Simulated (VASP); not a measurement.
A run of VASP 6.6.1 is set up as follows.

INCAR

```
PREC = Accurate
ENCUT = 520
EDIFF = 1E-7
ISMEAR = 0
SIGMA = 0.1
LREAL = F
LASPH = T
NELM = 60
ALGO = Normal
ISIF = 2
LWAVE = F
LCHARG = F
GGA = PE
NBANDS = 18
```

Contents of KPOINTS:

```
regular mesh
0
Gamma
  8 8 8
```

The input POSCAR:

```
CaB3
1.0
   -1.7494337605      1.7494337605      3.9078260625
    1.7494337605     -1.7494337605      3.9078260625
    1.7494337605      1.7494337605     -3.9078260625
Ca B
1 3
Direct
    0.0000000000      0.0000000000      0.0000000000
    0.5000000000      0.5000000000      0.0000000000
    0.2500000000      0.7500000000      0.5000000000
    0.7500000000      0.2500000000      0.5000000000
```

Potentials or basis: VASP PAW PBE potentials, release 64 (Ca_sv, B).

Command:

```console
$ cat potpaw_PBE.64/Ca_sv/POTCAR potpaw_PBE.64/B/POTCAR > POTCAR
$ mpirun -np 1 vasp_std > vasp.out
```

(1) Predict the band gap on the k mesh.

(2) Estimate the pressure.

Results:

(1) zero (an odd number of electrons rules out a gap without spin polarisation).

(2) 0.2 GPa.

Caveat: the stress differs along the axes, from -8 to 4 GPa; an odd number of electrons without spin polarisation forces a metal; a magnetic or distorted state may lie lower.
